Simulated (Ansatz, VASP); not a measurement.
**Hf4Si in VASP and in Ansatz**

File INCAR:

```
SYSTEM = Hf4Si
PREC = Accurate
ENCUT = 600
EDIFF = 1E-6
ISMEAR = 0
SIGMA = 0.1
LREAL = .FALSE.
LASPH = .TRUE.
NELM = 80
ALGO = Fast
ISIF = 3
LWAVE = .FALSE.
LCHARG = .FALSE.
GGA = PE
IBRION = 2
NSW = 100
EDIFFG = -0.01
```

The input KPOINTS:

```
Automatic mesh
0
G
  8 8 8
  0 0 0
```

File POSCAR:

```
Hf4Si
1.0
   -3.4877531318      3.4877531318      2.0955067132
    3.4877531318     -3.4877531318      2.0955067132
    3.4877531318      3.4877531318     -2.0955067132
Hf Si
4 1
Direct
    0.7976965724      0.3912180075      0.1889145799
    0.6087819925      0.7976965724      0.4064785649
    0.3912180075      0.2023034276      0.5935214351
    0.2023034276      0.6087819925      0.8110854201
    0.0000000000      0.0000000000      0.0000000000
```

Input for Ansatz:

```yaml
crystal:
  lattice:
    - [-3.4877531318, 3.4877531318, 2.0955067132]
    - [3.4877531318, -3.4877531318, 2.0955067132]
    - [3.4877531318, 3.4877531318, -2.0955067132]
  atoms:
    - { symbol: Hf, position: [0.7976965724, 0.3912180075, 0.1889145799] }
    - { symbol: Hf, position: [0.6087819925, 0.7976965724, 0.4064785649] }
    - { symbol: Hf, position: [0.3912180075, 0.2023034276, 0.5935214351] }
    - { symbol: Hf, position: [0.2023034276, 0.6087819925, 0.8110854201] }
    - { symbol: Si, position: [0.0, 0.0, 0.0] }
basis:
  ecutwfc: 420
kpoints:
  mp_grid: { grid: [8, 8, 8] }
hamiltonian:
  xc: pbe
scf:
  occupations: { method: gaussian, width: 0.1 }
output:
  forces: true
  stress: true
  eigenvalues: true
relax:
  adjacent_minimum: "off"
  f_tol: 0.01
  max_steps: 80
  cell: { stress_tol: 0.05 }
```

Alike in both runs: task relaxation of cell and atoms; functional PBE; k mesh 8 × 8 × 8; occupations gaussian, width 0.1 eV; no spin polarisation.

|  | VASP | Ansatz |
| --- | --- | --- |
| version | VASP 6.6.1 | Ansatz 0.2.0 |
| potentials or method | VASP PAW PBE potentials, release 64 (Hf_pv, Si), cutoff 600 eV | scalar-relativistic, plane waves, PAW |
| valence electrons in the cell | 44 | 108 |

```tsv
	VASP	Ansatz	Ansatz less VASP
gap on the k mesh at the Fermi level, each at its own relaxed structure (eV)	none	none	-
relaxed volume (Å³/atom)	20.29	20.38	+0.085
relaxed cell length with the largest relative difference (Å)	5.359	5.352	-0.0061
```

A gap of «none» marks a metal or a gap that the smearing closes. VASP's potentials hold 44 valence electrons a cell and Ansatz's 108, so a difference there can come from the potentials and not from the codes.

Neither program's run includes spin-orbit coupling.
